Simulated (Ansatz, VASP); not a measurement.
This is a calculation of EuS for Ansatz 0.2.0.

Contents of input.yaml:

```yaml
crystal:
  lattice:
    - [0.0, 2.9382450654, 2.9382450654]
    - [2.9382450654, 0.0, 2.9382450654]
    - [2.9382450654, 2.9382450654, 0.0]
  atoms:
    - { symbol: Eu, position: [0.0, 0.0, 0.0], spin: 7.0 }
    - { symbol: S, position: [0.5, 0.5, 0.5] }
hamiltonian:
  xc: pbesol
  pseudopotentials: { kind: paw }
  dispersion: d3bj
magnetization:
  spin_polarized: true
kpoints:
  mp_grid: { grid: [8, 8, 8] }
scf:
  occupations: { method: fermi_dirac, width: 0.05 }
output:
  forces: true
  stress: true
  eigenvalues: true
```

Potentials or basis: Ansatz PAW.

The run is started by

```sh
$ ansatz run input.yaml --threads 2 --pin off --max-ram 5120MiB --backend cpu --events-out ev --progress --plain --runs-dir out
```

**Question.** Set up the same calculation for VASP 6.6.1. Potentials there: VASP PAW PBE potentials, release 64 (Eu, S).

**Answer.** As run (the cutoff follows the program's own potentials):

File INCAR:

```
ALGO = Normal
EDIFF = 1E-6
ENCUT = 600
GGA = PS
GGA_COMPAT = F
ISIF = 2
ISMEAR = -1
ISPIN = 2
IVDW = 12
LASPH = T
LCHARG = T
LELF = T
LMAXMIX = 6
LORBIT = 11
LREAL = F
LVHAR = T
LWAVE = F
MAGMOM = 7 0
NBANDS = 22
NELM = 200
PREC = Accurate
SIGMA = 0.05
```

KPOINTS

```
k-points
0
Gamma
  8 8 8
```

Contents of POSCAR:

```
EuS
1.0
    0.0000000000      2.9382450654      2.9382450654
    2.9382450654      0.0000000000      2.9382450654
    2.9382450654      2.9382450654      0.0000000000
Eu S
1 1
Direct
    0.0000000000      0.0000000000      0.0000000000
    0.5000000000      0.5000000000      0.5000000000
```

Potentials or basis: VASP PAW PBE potentials, release 64 (Eu, S).

Command:

```bash
$ cat potpaw_PBE.64/Eu/POTCAR potpaw_PBE.64/S/POTCAR > POTCAR
$ mpirun -np 1 vasp_std > vasp.out
```

Both were run:

|  | VASP | Ansatz | Ansatz less VASP |
| --- | --- | --- | --- |
| gap on the k mesh at the Fermi level (eV) | none | none | - |
| pressure (GPa) | -6.5 | -6.2 | +0.22 |
| net moment per atom (μB) | 3.48 | 3.48 | +0.002 |
| size of the moment on the site where the two differ most (μB) | 6.57 | 6.72 | +0.146 |

VASP's potentials were made for PBE, not for PBEsol. Site moments also hang on the region over which each program counts them. A gap of «none» marks a metal or a gap that the smearing closes.

Neither program's run includes spin-orbit coupling.
